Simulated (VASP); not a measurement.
# CuI (I-4m2) in VASP: single point with PBE

Aim: the single point of CuI with PBE.

Program: VASP 6.6.1. These are calculated values, not measurements. Logs are shortened: lines on timing, memory, paths and dates and some standing lists are left out, and cuts for length are marked.

### Step 1. The cell of the first run

The structure is tetragonal, space group I-4m2 (No. 119). Conventional cell: a = 4.034 Å, b = 4.034 Å, c = 6.847 Å, α = 90.00°, β = 90.00°, γ = 90.00°. Cu (site symmetry -4m2) has 4 I at 2.65 Å within 3.5 Å. Within 3.5 Å of I (site symmetry -4m2) lie 4 Cu at 2.65 Å.

### Step 2. Single point, PBE

File INCAR:

```
SYSTEM = CuI
PREC = Accurate ; ENCUT = 520
EDIFF = 1E-6 ; ISMEAR = 0
SIGMA = 0.05 ; LREAL = .False.
LASPH = .True. ; NELM = 100
ALGO = Normal ; ISIF = 2
LWAVE = .False. ; LCHARG = .False.
GGA = PE ; NBANDS = 16
```

File KPOINTS:

```
Automatic mesh
0
Gamma
  8 8 8
  0 0 0
```

File POSCAR:

```
CuI
1.0
    0.0000000000      2.8527507216      3.4233008659
    2.8527507216      0.0000000000      3.4233008659
    2.8527507216      2.8527507216      0.0000000000
Cu I
1 1
Direct
    0.7500000000      0.7500000000      0.7500000000
    0.0000000000      0.0000000000      0.0000000000
```

Potentials or basis: VASP PAW PBE potentials, release 64 (Cu, I).

The run is started by

```sh
cat potpaw_PBE.64/Cu/POTCAR potpaw_PBE.64/I/POTCAR > POTCAR
mpirun -np 1 vasp_std > vasp.out
```

OUTCAR:

```text
SYSTEM = CuI
   PREC = Accurate
   ENCUT = 520
   EDIFF = 1E-6
   ISMEAR = 0
   LREAL = .False.
   LASPH = .True.
   NELM = 100
   ISIF = 2
   GGA = PE

 ion  position               nearest neighbor table
   1  0.750  0.750  0.750-   2 2.65   2 2.65   2 2.65   2 2.65
   2  0.000  0.000  0.000-   1 2.65   1 2.65   1 2.65   1 2.65

  LATTYP: Found a body centered tetragonal cell.
 ALAT       =     4.0343987606
 C/A-ratio  =     1.6970562748

  Lattice vectors:

 A1 = (  -2.8527507216,   0.0000000000,   3.4233008659)
 A2 = (   2.8527507216,   0.0000000000,   3.4233008659)
 A3 = (   0.0000000000,   2.8527507216,  -3.4233008659)

Analysis of symmetry for initial positions (statically):
=====================================================================
 Subroutine PRICEL returns:
 Original cell was already a primitive cell.

 Routine SETGRP: Setting up the symmetry group for a
 body centered tetragonal supercell.

 Subroutine GETGRP returns: Found  8 space group operations
 (whereof  8 operations were pure point group operations)
 out of a pool of 16 trial point group operations.

The static configuration has the point symmetry D_2d.

Analysis of symmetry for dynamics (positions and initial velocities):
=====================================================================
 Subroutine PRICEL returns:
 Original cell was already a primitive cell.

 Routine SETGRP: Setting up the symmetry group for a
 body centered tetragonal supercell.

 Subroutine GETGRP returns: Found  8 space group operations
 (whereof  8 operations were pure point group operations)
 out of a pool of 16 trial point group operations.

The dynamic configuration has the point symmetry D_2d.

 Subroutine INISYM returns: Found  8 space group operations
 (whereof  8 operations are pure point group operations),
 and found     1 'primitive' translations

----------------------------------------------------------------------------------------

                                     Primitive cell

  volume of cell :      55.7189

  direct lattice vectors                    reciprocal lattice vectors
     0.000000000  2.852750722  3.423300866    -0.175269432  0.175269432  0.146057860
     2.852750722  0.000000000  3.423300866     0.175269432 -0.175269432  0.146057860
     2.852750722  2.852750722  0.000000000     0.175269432  0.175269432 -0.146057860

  length of vectors
     4.456139080  4.456139080  4.034398761     0.287700620  0.287700620  0.287700620

  position of ions in fractional coordinates (direct lattice)
     0.750000000  0.750000000  0.750000000
     0.000000000  0.000000000  0.000000000

  ion indices of the primitive-cell ions
   primitive index   ion index
                 1           1
                 2           2

----------------------------------------------------------------------------------------

 KPOINTS: Automatic mesh

Automatic generation of k-mesh.
 Grid dimensions read from file:
 generate k-points for:    8    8    8

 Generating k-lattice:

  Cartesian coordinates                     Fractional coordinates (reciprocal lattice)
    -0.021908679  0.021908679  0.018257233     0.125000000  0.000000000  0.000000000
     0.021908679 -0.021908679  0.018257233     0.000000000  0.125000000  0.000000000
     0.021908679  0.021908679 -0.018257233     0.000000000  0.000000000  0.125000000

  Length of vectors
     0.035962577  0.035962577  0.035962577

  Shift w.r.t. Gamma in fractional coordinates (k-lattice)
     0.000000000  0.000000000  0.000000000

 Subroutine IBZKPT returns following result:
 ===========================================

 Found     59 irreducible k-points:

 Following reciprocal coordinates:
            Coordinates               Weight
  0.000000  0.000000  0.000000      1.000000
  0.125000  0.000000  0.000000      8.000000
  0.250000  0.000000  0.000000      8.000000
  0.375000 -0.000000  0.000000      8.000000
  0.500000  0.000000  0.000000      4.000000
  0.125000  0.125000  0.000000      2.000000
[... 16 lines left out ...]
  0.250000 -0.000000  0.125000     16.000000
  0.375000 -0.000000  0.125000     16.000000
 [... further k-points ...]
   k-points           NKPTS =     59   k-points in BZ     NKDIM =     59   number of bands    NBANDS=     16
   number of dos      NEDOS =    301   number of ions     NIONS =      2
   total plane-waves  NPLWV =  38880
   dimension x,y,z NGX =    36 NGY =   36 NGZ =   30
   dimension x,y,z NGXF=    72 NGYF=   72 NGZF=   60
   ions per type =               1   1
   NGX,Y,Z   is equivalent  to a cutoff of  13.43, 13.43, 12.36 a.u.
   NGXF,Y,Z  is equivalent  to a cutoff of  26.86, 26.86, 24.72 a.u.
 SYSTEM =  CuI
   PREC   = accura    normal or accurate (medium, high low for compatibility)
   ISTART =      0    job   : 0-new  1-cont  2-samecut
   ICHARG =      2    charge: 1-file 2-atom 10-const
   ISPIN  =      1    spin polarized calculation?
   LNONCOLLINEAR =      F non collinear calculations
   LSORBIT =      F    spin-orbit coupling
   LASPH  =      T    aspherical Exc in radial PAW
   ENCUT  =  520.0 eV  38.22 Ry    6.18 a.u.   8.29  8.29  7.50*2*pi/ulx,y,z
   NELM   =    100;   NELMIN=  2; NELMDL= -5     # of ELM steps
   EDIFF  = 0.1E-05   stopping-criterion for ELM
   LREAL  =      F    real-space projection
   EDIFFG = 0.1E-04   stopping-criterion for IOM
   NSW    =      0    number of steps for IOM
   IBRION =     -1    ionic relax: 0-MD 1-quasi-New 2-CG
   NFREE  =      0    steps in history (QN), initial steepest desc. (CG)
   ISIF   =      2    stress and relaxation
   ISYM   =      2    0-nonsym 1-usesym 2-fastsym
   POTIM  = 0.5000    time-step for ionic-motion
   TEBEG  =    0.0;   TEEND  =   0.0 temperature during run
   PSTRESS=    0.0 pullay stress
   NELECT =      18.0000    total number of electrons
   NUPDOWN=      -1.0000    fix difference up-down
   EMIN   =  10.00;   EMAX   =-10.00  energy-range for DOS
   EFERMI =   0.00;   METHOD = LEGACY
   ISMEAR =     0;   SIGMA  =   0.05  broadening in eV -4-tet -1-fermi 0-gaus
   EFERMI_NEDOS =   21; number of points for ismear=-14 and -15
   IALGO  =     38    algorithm
   IMIX   =      4    mixing-type and parameters
     AMIX     =   0.40;   BMIX     =  1.00
     AMIX_MAG =   1.60;   BMIX_MAG =  1.00
  volume/ion in A,a.u.               =      27.86       188.00
  Fermi-wavevector in a.u.,A,eV,Ry     =   1.123306  2.122741 17.168055  1.261816
  Thomas-Fermi vector in A             =   2.259971
   LORBIT       =      0    0 simple, 1 ext, 2 COOP (PROOUT), +10 PAW based schemes
   GGA     = PE    functional components
   LHFCALC =     F    Hartree Fock is set to
   AEXX    =    0.0000 exact exchange contribution
   IVDW    =     0    specifies the selected vdW correction
   LEPSILON=     F    determine dielectric tensor
   LRPA    =     F    only Hartree local field effects (RPA)
 non-spin polarized calculation
 Gauss-broadening in eV      SIGMA  =   0.05
  energy-cutoff  :      520.00
  volume of cell :       55.72
 maximum number of plane-waves:      1533
 NGX is ok and might be reduce to    36
   NGX = 17   NGY = 17   NGZ = 15

 number of electron      18.0000006 magnetization

 Free energy of the ion-electron system (eV)
  ---------------------------------------------------
  ext. energy  EPLUGINS =         0.00000000
  ---------------------------------------------------
  free energy    TOTEN  =        -5.48159347 eV

  energy without entropy =       -5.48159347  energy(sigma->0) =       -5.48159347

 E-fermi :   4.7190     XC(G=0):  -8.9629

 val. band max:        4.4761550686   @ k =   0.0000   0.0000   0.0000
 cond. band min:       5.4368714413   @ k =   0.0000   0.0000   0.0000
 fundamental gap:      0.9607163727
 Fermi energy:         4.7190384689

 k-point     1 :       0.0000    0.0000    0.0000
  band No.  band energies     occupation
      1      -9.5413      2.00000
      2       0.6848      2.00000
      3       0.9986      2.00000
      4       0.9986      2.00000
      5       2.5065      2.00000
      6       2.6757      2.00000
[... 8 lines left out ...]
     15      13.0408      0.00000
     16      13.6608      0.00000

 k-point     2 :       0.1250    0.0000    0.0000
  band No.  band energies     occupation
      1      -9.4666      2.00000
      2       0.5153      2.00000
      3       0.8265      2.00000
      4       1.0312      2.00000
      5       2.5140      2.00000
      6       2.6626      2.00000
[... 8 lines left out ...]
     15      13.5474      0.00000
     16      14.3906      0.00000

 k-point     3 :       0.2500    0.0000    0.0000
  band No.  band energies     occupation
      1      -9.2751      2.00000
      2      -0.1475      2.00000
      3       0.6766      2.00000
      4       1.1117      2.00000
      5       2.5468      2.00000
      6       2.6373      2.00000
[... 8 lines left out ...]
     15      13.6613      0.00000
     16      14.0240      0.00000

 k-point     4 :       0.3750   -0.0000    0.0000
  band No.  band energies     occupation
      1      -9.0646      2.00000
      2      -0.8312      2.00000
      3       0.5728      2.00000
      4       1.1939      2.00000
      5       2.5953      2.00000
      6       2.6250      2.00000
[... 8 lines left out ...]
     15      14.0104      0.00000
     16      14.7598      0.00000
[... 324 lines left out ...]
 k-point    22 :       0.1250    0.0000    0.1250
  band No.  band energies     occupation
      1      -9.4286      2.00000
      2       0.6413      2.00000
      3       0.6485      2.00000
      4       0.9458      2.00000
      5       2.5309      2.00000
      6       2.6461      2.00000
[... 8 lines left out ...]
     15      13.3109      0.00000
     16      14.3672      0.00000

 k-point    23 :       0.2500   -0.0000    0.1250
  band No.  band energies     occupation
      1      -9.2655      2.00000
      2       0.0428      2.00000
      3       0.6327      2.00000
      4       0.9625      2.00000
      5       2.5600      2.00000
      6       2.6181      2.00000
[... 8 lines left out ...]
     15      13.1044      0.00000
     16      14.9229      0.00000

 k-point    24 :       0.3750   -0.0000    0.1250
  band No.  band energies     occupation
      1      -9.0576      2.00000
      2      -0.6305      2.00000
      3       0.5495      2.00000
      4       1.0106      2.00000
      5       2.5862      2.00000
      6       2.6207      2.00000
[... 8 lines left out ...]
     15      14.0864      0.00000
     16      15.2663      0.00000

 [... further k-points ...]
[... 5 lines left out ...]
  --------------------------------------------------------------------------------------
  -------------------------------------------------------------------------------------
  Total        0.4976906      0.4976906     -0.9343080      0.0000000      0.0000000      0.0000000
  in kB       14.3109128     14.3109128    -26.8656873      0.0000000      0.0000000      0.0000000
  external PRESSURE =       0.5853794 kB  Pullay stress =       0.0000000 kB

 VOLUME and BASIS-vectors are now :
 -----------------------------------------------------------------------------
  energy-cutoff  :      520.00
  volume of cell :       55.72
      direct lattice vectors                 reciprocal lattice vectors
     0.000000000  2.852750722  3.423300866    -0.175269432  0.175269432  0.146057860
     2.852750722  0.000000000  3.423300866     0.175269432 -0.175269432  0.146057860
     2.852750722  2.852750722  0.000000000     0.175269432  0.175269432 -0.146057860

 POSITION                                       TOTAL-FORCE (eV/Angst)
 -----------------------------------------------------------------------------------
      4.27913      4.27913      5.13495         0.000000     -0.000000     -0.000000
      0.00000      0.00000      0.00000        -0.000000      0.000000      0.000000
 -----------------------------------------------------------------------------------
    total drift:                               -0.000000     -0.000000     -0.000009

  FREE ENERGIE OF THE ION-ELECTRON SYSTEM (eV)
  ---------------------------------------------------
  free  energy   TOTEN  =        -5.4815934736 eV

  energy  without entropy=       -5.4815934736  energy(sigma->0) =       -5.48159347
```

Run time: 72 s. Hardware: 1 thread of Intel Xeon 8259CL, shared host; peak memory 0.22 GiB.

Results:

```
Free energy            : -5.4816 eV
Pressure               : 0.1 GPa
Band gap on the k mesh : 0.96 eV
```

Levels at points of the mesh, in eV from the valence-band top:
```csv
k point,band 7,band 8,band 9,band 10,band 11,band 12
"(0.00, 0.00, 0.00)",-0.45,0.00,0.00,0.96,4.83,5.11
"(0.50, 0.00, 0.00)",-1.74,-0.92,-0.60,1.81,5.18,6.11
"(0.50, 0.50, 0.00)",-1.77,-1.50,-1.50,3.25,3.71,8.02
"(0.50, 0.00, 0.50)",-1.63,-1.63,-1.36,2.45,2.50,8.40
```

Caveat: spin-orbit coupling is left out, which moves the levels of the heavy elements.
